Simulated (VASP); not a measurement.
A run of VASP 6.6.1:

File INCAR:

```
SYSTEM = W
  ALGO = Normal
  EDIFF = 1E-7
  ENCUT = 520
  GGA = PE
  ISIF = 2
  ISMEAR = 0
  LASPH = .True.
  LCHARG = .False.
  LREAL = .False.
  LWAVE = .False.
  NBANDS = 13
  NELM = 60
  PREC = Accurate
  SIGMA = 0.15
```

The input KPOINTS:

```
k-points
0
Gamma
  26 26 26
  0 0 0
```

POSCAR

```
W
1.0
   -1.6156560122      1.6156560122      1.6156560122
    1.6156560122     -1.6156560122      1.6156560122
    1.6156560122      1.6156560122     -1.6156560122
W
1
Direct
    0.0000000000      0.0000000000      0.0000000000
```

Potentials or basis: VASP PAW PBE potentials, release 64 (W_sv).

The run is started by

```bash
$ cat potpaw_PBE.64/W_sv/POTCAR > POTCAR
$ mpirun -np 1 vasp_std > vasp.out
```

Hardware: 1 thread of Intel(R) Xeon(R) 6975P-C (Granite Rapids) (shared host).

Problem. How long does it take, and how much memory?

Solution. It took 36 s on 1 thread of Intel(R) Xeon(R) 6975P-C (Granite Rapids), with other jobs on the host, peak memory 0.22 GiB. Counts: scf iterations 13, k points 511.
